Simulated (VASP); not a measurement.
Set up this calculation in VASP 6.6.1, as the native input.

```
Task                   : relaxation of cell and atoms
Functional             : PBE
Potentials or basis    : VASP PAW PBE potentials, release 64 (Ga_d, N)
Cutoff                 : 600 eV
k mesh                 : 12 × 12 × 8
Occupations            : gaussian, width 0.1 eV
Spin                   : no spin polarisation
Dipole correction      : no
Further INCAR settings : ALGO = Normal; EDIFF = 1e-07; IBRION = 2; EDIFFG = -0.01; NSW = 100; ISIF = 3
```

The structure of Ga5N lies in POSCAR:

```
Ga5N
1.0
    5.0115021498      0.0000000000      0.0000000000
   -2.5057510749      4.3400881729      0.0000000000
    0.0000000000      0.0000000000      4.5743306687
Ga N
5 1
Direct
    0.6952903693      0.6952903693      0.0000000000
    0.3333333333      0.6666666667      0.5000000000
    0.0000000000      0.3047096307      0.0000000000
    0.3047096307      0.0000000000      0.0000000000
    0.6666666667      0.3333333333      0.5000000000
    0.0000000000      0.0000000000      0.5000000000
```

The cell was built from a structure type or drawn by symmetry, and may not be a known phase.

The input as run:

INCAR

```
SYSTEM = Ga5N
  PREC = Accurate
  ENCUT = 600
  EDIFF = 1E-7
  ISMEAR = 0
  SIGMA = 0.1
  LREAL = .FALSE.
  LASPH = .TRUE.
  NELM = 60
  ALGO = Normal
  ISIF = 3
  LWAVE = .FALSE.
  LCHARG = .FALSE.
  GGA = PE
  IBRION = 2
  NSW = 100
  EDIFFG = -0.01
```

KPOINTS

```
regular mesh
0
G
  12 12 8
  0 0 0
```

Potentials or basis: VASP PAW PBE potentials, release 64 (Ga_d, N).

Command:

```sh
$ cat potpaw_PBE.64/Ga_d/POTCAR potpaw_PBE.64/N/POTCAR > POTCAR
$ mpirun -np 1 vasp_std > vasp.out
```

It gave:

```yaml
Relaxed_volume: 16.96 Å³/atom
Relaxed_cell: a = 6.437 Å, b = 6.437 Å, c = 2.835 Å, α = 90.00°, β = 90.00°, γ = 120.00°
Space_group_after_relaxing_to_0.1_Å: P-62m (No. 189)
Energy_gained_by_relaxing: 381.7 meV/atom
Ionic_steps: 18
Pressure_after_relaxing: 0.0 GPa
Largest_force_after_relaxing: 0.009 eV/Å
Band_gap_on_the_k_mesh: zero (bands 35 and 36 overlap by 2.11 eV)
```

Caveat: a cell axis changed by over 15 % at a fixed basis, so the end point is rough.

Wall time 98 min on 1 thread of Intel(R) Xeon(R) Platinum 8488C (Sapphire Rapids), on a shared host, peak memory 0.58 GiB.
